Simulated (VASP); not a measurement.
Set up this calculation in VASP 6.6.1, as the native input.

```yaml
Task: single point
Functional: PBE
Potentials_or_basis: VASP PAW PBE potentials, release 64 (Si, O, Al, N)
Cutoff: 520 eV
k_mesh: 1 × 1 × 1, shifted
Occupations: fermi-dirac, width 0.05 eV
Spin: no spin polarisation
Dipole_correction: no
Mended: yes
Further_INCAR_settings: ALGO = Normal; EDIFF = 1e-06; NBANDS = 49; ISYM = -1
```

The structure of AlSi4NO8 lies in POSCAR:

```
AlSi4NO8
1.0
    5.7572110000     -0.1084800000      0.0355500000
   -0.1084800000      5.9047110000     -0.0767980000
    0.0355500000     -0.0767980000      5.9747940000
Si O Al N
4 8 1 1
Direct
    0.2213588131      0.4718025914      0.3884599519
    0.6034050952      0.3927052211      0.0198371566
    0.1172789493      0.1457472387      0.0335022144
    0.3899552923      0.7771890236      0.7562466006
    0.1858767740      0.8827957443      0.9261286713
    0.6252857979      0.6132979715      0.8569139200
    1.0012297203      0.6366671515      0.3082389196
    0.3673181416      0.2584989048      0.9236263274
    0.1427675989      0.2105055067      0.3107861148
    0.8536638952      0.2501634482      0.9668794106
    0.5521987232      0.8966970556      0.5683019157
    0.2233993029      0.5707429573      0.6434394345
    0.7207905477      0.6761261853      0.4423600269
    0.5241955497      0.4804805816      0.2881617000
```

These files were run (other wordings do the same):

INCAR

```
PREC = Accurate
ENCUT = 520
EDIFF = 1E-6
ISMEAR = -1
SIGMA = 0.05
LREAL = False
LASPH = True
NELM = 120
ALGO = Normal
ISIF = 2
LWAVE = False
LCHARG = False
GGA = PE
ISYM = -1
NBANDS = 49
GGA_COMPAT = False
```

KPOINTS

```
explicit points
1
Reciprocal
  0.25000000   0.25000000   0.25000000 1
```

Potentials or basis: VASP PAW PBE potentials, release 64 (Si, O, Al, N).

The run is started by

```sh
$ cat potpaw_PBE.64/Si/POTCAR potpaw_PBE.64/O/POTCAR potpaw_PBE.64/Al/POTCAR potpaw_PBE.64/N/POTCAR > POTCAR
$ mpirun -np 1 vasp_std > vasp.out
```

It gave:

```yaml
Pressure: -7.9 GPa
Largest_force: 2.112 eV/Å
```

Caveat: the atoms stand as in a frame of molecular dynamics.

It took 12 s on 1 thread of Intel(R) Xeon(R) 6975P-C (Granite Rapids), with other jobs on the host, peak memory 0.32 GiB.
